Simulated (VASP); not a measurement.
Crystal: TiPdSe4.

```xyz
6
Lattice="4.8419 0.0000 0.0000 0.0000 4.8419 0.0000 0.0000 0.0000 6.7205" Properties=species:S:1:pos:R:3 pbc="T T T"
Ti    2.4209    2.4209    3.1173
Pd    0.0000    0.0000    6.5147
Se    3.6905    3.6905    1.2906
Se    1.1514    1.1514    1.2906
Se    1.1514    3.6905    1.2906
Se    3.6905    1.1514    1.2906
```

The cell was built from a structure type or drawn by symmetry, and may not be a known phase.

| Quantity | Value |
| --- | --- |
| Program | VASP 6.6.1 |
| Task | relaxation of cell and atoms |
| Functional | PBE |
| Potentials or basis | VASP PAW PBE potentials, release 64 (Ti_sv, Pd, Se) |
| Cutoff | 600 eV |
| k mesh | 3 × 3 × 2 |
| Occupations | gaussian, width 0.15 eV |
| Spin | collinear spin |
| Starting moments | [1.0, 0.0, 0.0, 0.0, 0.0, 0.0] μB |

At the start: pressure 31.8 GPa; volume 26.26 Å³/atom.

Task: Where does the relaxation end?

Result: Over 35 steps the energy falls by 1611.9 meV/atom and the volume is 35.60 Å³/atom (+35.6 %); space group P4mm (No. 99, to 0.1 Å) before and after; moment 0.00 μB per cell.

Step by step:
```csv
step,energy change (eV),largest force (eV/Å),pressure (GPa),volume (Å³)
1,0.0000,12.2100,31.81,157.55
2,-5.0013,2.9903,-4.31,306.12
3,-6.7124,1.5361,-0.99,218.48
4,-6.7175,1.5096,-0.82,217.14
5,-6.7215,1.4686,-0.53,215.05
6,-7.1340,0.9087,-0.18,213.27
7,-8.1249,0.9812,1.89,204.36
8,-8.9126,1.4738,2.61,168.69
9,-9.0522,0.9260,-3.11,176.01
10,-9.1061,0.8894,-1.32,173.36
11,-9.1890,0.7344,-0.70,169.88
12,-9.2298,0.4778,0.46,165.36
13,-9.2568,0.5077,0.40,166.00
14,-9.3399,0.5473,0.14,167.93
15,-9.4540,0.6067,-0.55,171.84
16,-9.4664,0.6182,-0.90,173.80
17,-9.4850,0.5212,-0.54,173.49
18,-9.5092,0.2209,0.46,172.64
19,-9.5094,0.1881,0.57,172.56
20,-9.5208,0.1738,0.56,173.32
21,-9.5514,0.1258,0.59,175.59
22,-9.5942,0.1367,0.72,180.08
23,-9.6139,0.2381,1.26,188.84
24,-9.6309,0.2303,0.66,192.60
25,-9.6394,0.2248,-0.46,200.70
26,-9.6406,0.2244,-0.20,198.66
27,-9.6461,0.1659,-0.11,199.42
28,-9.6504,0.1693,0.10,200.96
29,-9.6523,0.1611,0.07,201.64
30,-9.6573,0.1349,0.00,203.70
31,-9.6645,0.0840,-0.15,207.83
32,-9.6671,0.1077,-0.42,216.15
33,-9.6682,0.0930,-0.32,213.12
34,-9.6706,0.0823,-0.13,213.36
35,-9.6716,0.0782,0.06,213.59
```

Final structure:
```
Ti Pd Se
1.0
     6.70676    0.00000    0.00000
     0.00000    6.70676    0.00000
     0.00000    0.00000    4.74839
Ti Pd Se
1 1 4
Cartesian
  3.3534 3.3534 1.4326
  0.0000 0.0000 0.8442
  4.9800 4.9800 0.8570
  1.7268 1.7268 0.8570
  1.7268 4.9800 0.8570
  4.9800 1.7268 0.8570
```

Caveat: the k points lie up to 0.66 Å⁻¹ apart in the final cell; the volume moved by over 15 % at a fixed basis, so the end points are rough; the relaxation stopped at a loose force limit of 0.08 eV/Å, so its end isn't a converged minimum.
